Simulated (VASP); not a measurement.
A run of VASP 6.6.1:

The input INCAR:

```
SYSTEM = Si
ALGO = Normal
EDIFF = 1E-7
EDIFFG = -0.003
ENCUT = 600
GGA = CA
IBRION = 2
ISIF = 3
ISMEAR = -1
LASPH = .TRUE.
LCHARG = .FALSE.
LREAL = .FALSE.
LWAVE = .FALSE.
NELM = 80
NSW = 100
PREC = Accurate
SIGMA = 0.05
```

KPOINTS

```
k-points
0
G
  11 11 11
  0 0 0
```

POSCAR

```
Si
1.0
    0.0000000000      2.7153500000      2.7153500000
    2.7153500000      0.0000000000      2.7153500000
    2.7153500000      2.7153500000      0.0000000000
Si
2
Direct
    0.5000000000      0.5000000000      0.5000000000
    0.7500000000      0.7500000000      0.7500000000
```

Potentials or basis: VASP PAW LDA potentials, release 64 (Si).

Run with:

```bash
$ cat potpaw_LDA.64/Si/POTCAR > POTCAR
$ mpirun -np 1 vasp_std > vasp.out
```

Hardware: 1 thread of Intel Xeon 8259CL, with other jobs on the host.

Estimate the wall time of this run.

Wall time 45 s on 1 thread of Intel Xeon 8259CL, with other jobs on the host, peak memory 0.15 GiB. Counts: scf iterations 23, k points 56, ion steps 3.
